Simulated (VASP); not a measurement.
# Sn (I4_1/amd) in VASP: a series of runs

The runs below take Sn through single point, with PBE.

Everything below comes from runs of VASP 6.6.1. Logs are shortened: lines on timing, memory, paths and dates and some standing lists are left out, and cuts for length are marked.

## Step 1: The cell of the first run

It takes space group I4_1/amd (No. 141, tetragonal). Conventional cell: a = 5.880 Å, b = 5.880 Å, c = 3.199 Å, α = 90.00°, β = 90.00°, γ = 90.00°. Sn (site symmetry -4m2) has 10 Sn at 3.05 to 3.79 Å within 4.0 Å.

## Step 2: Single point, PBE

INCAR

```
PREC = Accurate ; ENCUT = 520
EDIFF = 1E-6 ; ISMEAR = 0
SIGMA = 0.1 ; LREAL = False
LASPH = True ; NELM = 60
ALGO = Normal ; ISIF = 2
LWAVE = False ; LCHARG = False
GGA = PE ; NBANDS = 21
```

KPOINTS

```
Automatic mesh
0
Gamma
  9 9 9
```

POSCAR

```
Sn
1.0
    4.4549543900      0.0000000000      0.0000000000
   -3.3066746885      2.9853845851      0.0000000000
   -0.5741398507     -1.4926922926      4.1579865041
Sn
2
Direct
    0.0000000000      0.0000000000      0.0000000000
    0.7500000000      0.2500000000      0.5000000000
```

Potentials or basis: VASP PAW PBE potentials, release 64 (Sn_d).

On the command line:

```console
$ cat potpaw_PBE.64/Sn_d/POTCAR > POTCAR
$ mpirun -np 1 vasp_std > vasp.out
```

OUTCAR:

```text
PREC = Accurate
   ENCUT = 520
   EDIFF = 1E-6
   ISMEAR = 0
   LREAL = False
   LASPH = True
   NELM = 60
   ISIF = 2
   GGA = PE

 ion  position               nearest neighbor table
   1  0.000  0.000  0.000-   2 3.05   2 3.05   2 3.05   2 3.05
   2  0.750  0.250  0.500-   1 3.05   1 3.05   1 3.05   1 3.05

  LATTYP: Found a body centered tetragonal cell.
 ALAT       =     5.8802809062
 C/A-ratio  =     0.5439542816

  Lattice vectors:

 A1 = (   4.4549543900,   0.0000000000,   0.0000000000)
 A2 = (  -3.3066746885,   2.9853845851,   0.0000000000)
 A3 = (  -0.5741398507,  -1.4926922926,   4.1579865041)

Analysis of symmetry for initial positions (statically):
=====================================================================
 Subroutine PRICEL returns:
 Original cell was already a primitive cell.

 Routine SETGRP: Setting up the symmetry group for a
 body centered tetragonal supercell.

 Subroutine GETGRP returns: Found 16 space group operations
 (whereof  8 operations were pure point group operations)
 out of a pool of 16 trial point group operations.

The static configuration has the point symmetry D_2d.
 The point group associated with its full space group is D_4h.

Analysis of symmetry for dynamics (positions and initial velocities):
=====================================================================
 Subroutine PRICEL returns:
 Original cell was already a primitive cell.

 Routine SETGRP: Setting up the symmetry group for a
 body centered tetragonal supercell.

 Subroutine GETGRP returns: Found 16 space group operations
 (whereof  8 operations were pure point group operations)
 out of a pool of 16 trial point group operations.

The dynamic configuration has the point symmetry D_2d.
 The point group associated with its full space group is D_4h.

 Subroutine INISYM returns: Found 16 space group operations
 (whereof  8 operations are pure point group operations),
 and found     1 'primitive' translations

----------------------------------------------------------------------------------------

                                     Primitive cell

  volume of cell :      55.3002

  direct lattice vectors                    reciprocal lattice vectors
     4.454954390  0.000000000  0.000000000     0.224469189  0.248626790  0.120250511
    -3.306674688  2.985384585  0.000000000     0.000000000  0.334965219  0.120250511
    -0.574139851 -1.492692293  4.157986504     0.000000000  0.000000000  0.240501021

  length of vectors
     4.454954390  4.454954390  4.454954390     0.355895888  0.355895888  0.240501021

  position of ions in fractional coordinates (direct lattice)
     0.000000000  0.000000000  0.000000000
     0.750000000  0.250000000  0.500000000

  ion indices of the primitive-cell ions
   primitive index   ion index
                 1           1
                 2           2

----------------------------------------------------------------------------------------

 KPOINTS: Automatic mesh

Automatic generation of k-mesh.
 Grid dimensions read from file:
 generate k-points for:    9    9    9

 Generating k-lattice:

  Cartesian coordinates                     Fractional coordinates (reciprocal lattice)
     0.024941021  0.027625199  0.013361168     0.111111111  0.000000000  0.000000000
     0.000000000  0.037218358  0.013361168     0.000000000  0.111111111  0.000000000
     0.000000000  0.000000000  0.026722336     0.000000000  0.000000000  0.111111111

  Length of vectors
     0.039543988  0.039543988  0.026722336

  Shift w.r.t. Gamma in fractional coordinates (k-lattice)
     0.000000000  0.000000000  0.000000000

 Subroutine IBZKPT returns following result:
 ===========================================

 Found     75 irreducible k-points:

 Following reciprocal coordinates:
            Coordinates               Weight
  0.000000  0.000000  0.000000      1.000000
  0.111111 -0.000000 -0.000000      8.000000
  0.222222  0.000000  0.000000      8.000000
  0.333333  0.000000  0.000000      8.000000
  0.444444  0.000000  0.000000      8.000000
  0.111111  0.111111 -0.000000      8.000000
[... 16 lines left out ...]
 -0.333333  0.333333 -0.000000      4.000000
  0.444444  0.444444  0.000000      8.000000
 [... further k-points ...]
   k-points           NKPTS =     75   k-points in BZ     NKDIM =     75   number of bands    NBANDS=     21
   number of dos      NEDOS =    301   number of ions     NIONS =      2
   total plane-waves  NPLWV =  46656
   dimension x,y,z NGX =    36 NGY =   36 NGZ =   36
   dimension x,y,z NGXF=    72 NGYF=   72 NGZF=   72
   ions per type =               2
   NGX,Y,Z   is equivalent  to a cutoff of  13.43, 13.43, 13.43 a.u.
   NGXF,Y,Z  is equivalent  to a cutoff of  26.87, 26.87, 26.87 a.u.
 SYSTEM =  unknown system
   PREC   = accura    normal or accurate (medium, high low for compatibility)
   ISTART =      0    job   : 0-new  1-cont  2-samecut
   ICHARG =      2    charge: 1-file 2-atom 10-const
   ISPIN  =      1    spin polarized calculation?
   LNONCOLLINEAR =      F non collinear calculations
   LSORBIT =      F    spin-orbit coupling
   LASPH  =      T    aspherical Exc in radial PAW
   ENCUT  =  520.0 eV  38.22 Ry    6.18 a.u.   8.28  8.28  8.28*2*pi/ulx,y,z
   NELM   =     60;   NELMIN=  2; NELMDL= -5     # of ELM steps
   EDIFF  = 0.1E-05   stopping-criterion for ELM
   LREAL  =      F    real-space projection
[... 7 lines left out ...]
   TEBEG  =    0.0;   TEEND  =   0.0 temperature during run
   PSTRESS=    0.0 pullay stress
   NELECT =      28.0000    total number of electrons
   NUPDOWN=      -1.0000    fix difference up-down
   EMIN   =  10.00;   EMAX   =-10.00  energy-range for DOS
   EFERMI =   0.00;   METHOD = LEGACY
   ISMEAR =     0;   SIGMA  =   0.10  broadening in eV -4-tet -1-fermi 0-gaus
   EFERMI_NEDOS =   21; number of points for ismear=-14 and -15
   IALGO  =     38    algorithm
   IMIX   =      4    mixing-type and parameters
     AMIX     =   0.40;   BMIX     =  1.00
     AMIX_MAG =   1.60;   BMIX_MAG =  1.00
  volume/ion in A,a.u.               =      27.65       186.59
  Fermi-wavevector in a.u.,A,eV,Ry     =   1.304824  2.465760 23.164816  1.702566
  Thomas-Fermi vector in A             =   2.435734
   LORBIT       =      0    0 simple, 1 ext, 2 COOP (PROOUT), +10 PAW based schemes
   GGA     = PE    functional components
   LHFCALC =     F    Hartree Fock is set to
   AEXX    =    0.0000 exact exchange contribution
   IVDW    =     0    specifies the selected vdW correction
   LEPSILON=     F    determine dielectric tensor
   LRPA    =     F    only Hartree local field effects (RPA)
 non-spin polarized calculation
 Gauss-broadening in eV      SIGMA  =   0.10
  energy-cutoff  :      520.00
  volume of cell :       55.30
 maximum number of plane-waves:      1507
 NGX is ok and might be reduce to    36
   NGX = 17   NGY = 17   NGZ = 17

 number of electron      27.9999989 magnetization

 Free energy of the ion-electron system (eV)
  ---------------------------------------------------
  ext. energy  EPLUGINS =         0.00000000
  ---------------------------------------------------
  free energy    TOTEN  =        -7.59976170 eV

  energy without entropy =       -7.59490362  energy(sigma->0) =       -7.59733266

 E-fermi :   7.7599     XC(G=0): -10.2174

 val. band max:        7.7576923557   @ k =  -0.2222  -0.2222   0.1111
 cond. band min:       7.7628606858   @ k =  -0.2222   0.4444   0.2222
 fundamental gap:      0.0051683302
 Fermi energy:         7.7598885132

 k-point     1 :       0.0000    0.0000    0.0000
  band No.  band energies     occupation
      1     -13.8846      2.00000
      2     -13.8080      2.00000
      3     -13.7643      2.00000
      4     -13.7556      2.00000
      5     -13.6137      2.00000
      6     -13.6137      2.00000
[... 13 lines left out ...]
     20      17.4944      0.00000
     21      18.1651      0.00000

 k-point     2 :       0.1111   -0.0000   -0.0000
  band No.  band energies     occupation
      1     -13.8773      2.00000
      2     -13.7850      2.00000
      3     -13.7561      2.00000
      4     -13.7293      2.00000
      5     -13.6290      2.00000
      6     -13.6252      2.00000
[... 13 lines left out ...]
     20      16.6257      0.00000
     21      16.7202      0.00000

 k-point     3 :       0.2222    0.0000    0.0000
  band No.  band energies     occupation
      1     -13.8568      2.00000
      2     -13.7354      2.00000
      3     -13.7354      2.00000
      4     -13.6882      2.00000
      5     -13.6589      2.00000
      6     -13.6238      2.00000
[... 13 lines left out ...]
     20      15.1634      0.00000
     21      16.1559      0.00000

 k-point     4 :       0.3333    0.0000    0.0000
  band No.  band energies     occupation
      1     -13.8333      2.00000
      2     -13.7203      2.00000
      3     -13.7120      2.00000
      4     -13.7014      2.00000
      5     -13.6777      2.00000
      6     -13.6440      2.00000
[... 13 lines left out ...]
     20      14.3591      0.00000
     21      17.0996      0.00000

 k-point     5 :       0.4444    0.0000    0.0000
  band No.  band energies     occupation
      1     -13.8165      2.00000
      2     -13.7406      2.00000
      3     -13.7289      2.00000
      4     -13.6955      2.00000
      5     -13.6666      2.00000
      6     -13.6586      2.00000
[... 13 lines left out ...]
     20      16.5043      0.00000
     21      17.8931      0.00000
[... 382 lines left out ...]
     20      17.9076      0.00000
     21      18.5545      0.00000

 k-point    22 :      -0.4444    0.3333   -0.0000
  band No.  band energies     occupation
      1     -13.7968      2.00000
      2     -13.7787      2.00000
      3     -13.7785      2.00000
      4     -13.6862      2.00000
      5     -13.6767      2.00000
      6     -13.6075      2.00000
[... 13 lines left out ...]
     20      18.5998      0.00000
     21      19.4993      0.00000

 k-point    23 :      -0.3333    0.3333   -0.0000
  band No.  band energies     occupation
      1     -13.8152      2.00000
      2     -13.8044      2.00000
      3     -13.7922      2.00000
      4     -13.6995      2.00000
      5     -13.6608      2.00000
      6     -13.5972      2.00000
[... 13 lines left out ...]
     20      17.3966      0.00000
     21      17.4816      0.00000

 k-point    24 :       0.4444    0.4444    0.0000
  band No.  band energies     occupation
      1     -13.7904      2.00000
      2     -13.7899      2.00000
      3     -13.7321      2.00000
      4     -13.7303      2.00000
      5     -13.6411      2.00000
      6     -13.6345      2.00000
[... 13 lines left out ...]
     20      18.4363      0.00000
     21      18.9033      0.00000

 [... further k-points ...]
[... 5 lines left out ...]
  --------------------------------------------------------------------------------------
  -------------------------------------------------------------------------------------
  Total        0.4944714      0.3970879      0.5113801     -0.0439606     -0.0000000      0.0000000
  in kB       14.3260059     11.5045769     14.8158922     -1.2736437     -0.0000000      0.0000000
  external PRESSURE =      13.5488250 kB  Pullay stress =       0.0000000 kB

 VOLUME and BASIS-vectors are now :
 -----------------------------------------------------------------------------
  energy-cutoff  :      520.00
  volume of cell :       55.30
      direct lattice vectors                 reciprocal lattice vectors
     4.454954390  0.000000000  0.000000000     0.224469189  0.248626790  0.120250511
    -3.306674688  2.985384585  0.000000000     0.000000000  0.334965219  0.120250511
    -0.574139851 -1.492692293  4.157986504     0.000000000  0.000000000  0.240501021

 POSITION                                       TOTAL-FORCE (eV/Angst)
 -----------------------------------------------------------------------------------
      0.00000      0.00000      0.00000         0.000000     -0.000000     -0.000000
      2.22748     -0.00000      2.07899        -0.000000      0.000000      0.000000
 -----------------------------------------------------------------------------------
    total drift:                                0.000000     -0.000000      0.000000

  FREE ENERGIE OF THE ION-ELECTRON SYSTEM (eV)
  ---------------------------------------------------
  free  energy   TOTEN  =        -7.5997616959 eV

  energy  without entropy=       -7.5949036184  energy(sigma->0) =       -7.59733266
```

Wall time 81 s (1 thread of Intel Xeon Platinum 8488C (Sapphire Rapids), shared host); peak memory 0.23 GiB.

Results:

```
Free energy            : -7.5998 eV
Pressure               : 1.4 GPa
Band gap on the k mesh : zero (band 14 reaches 8.97 eV, above the bottom of band 15 at 5.01 eV)
```

Caveat: spin-orbit coupling is left out, which moves the levels of the heavy elements.

(Part 1 of 2 ends here.)
